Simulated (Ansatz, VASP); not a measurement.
# Two plane-wave programs on Si

```
Si
1.0
     2.13011    3.60535    0.00000
     2.13011   -3.60535    0.00000
     0.00000    0.00000   -4.25456
Si
4
Direct
  0.15250 0.84750 0.92150
  0.34750 0.65250 0.42150
  0.84750 0.15250 0.07850
  0.65250 0.34750 0.57850
```

Alike in both runs: task single point; functional PBE; k mesh 9 × 9 × 8; occupations gaussian, width 0.0587 eV; no spin polarisation.

|  | VASP | Ansatz |
| --- | --- | --- |
| version | VASP 6.6.1 | Ansatz 0.2.0 |
| potentials or method | VASP PAW PBE potentials, release 64 (Si), cutoff 520 eV | PAW plane waves |
| valence electrons in the cell | 16 | 16 |

|  | VASP | Ansatz | Ansatz less VASP |
| --- | --- | --- | --- |
| pressure (GPa) | 3.5 | 3.6 | +0.07 |
| traceless stress, the component that is largest in VASP (GPa) | 5.60 | 5.63 | +0.033 |
| rms of the force components (eV/Å) | 0.636 | 0.638 | +0.0012 |

Atom by atom the forces differ by 0.002 eV/Å (rms over components).
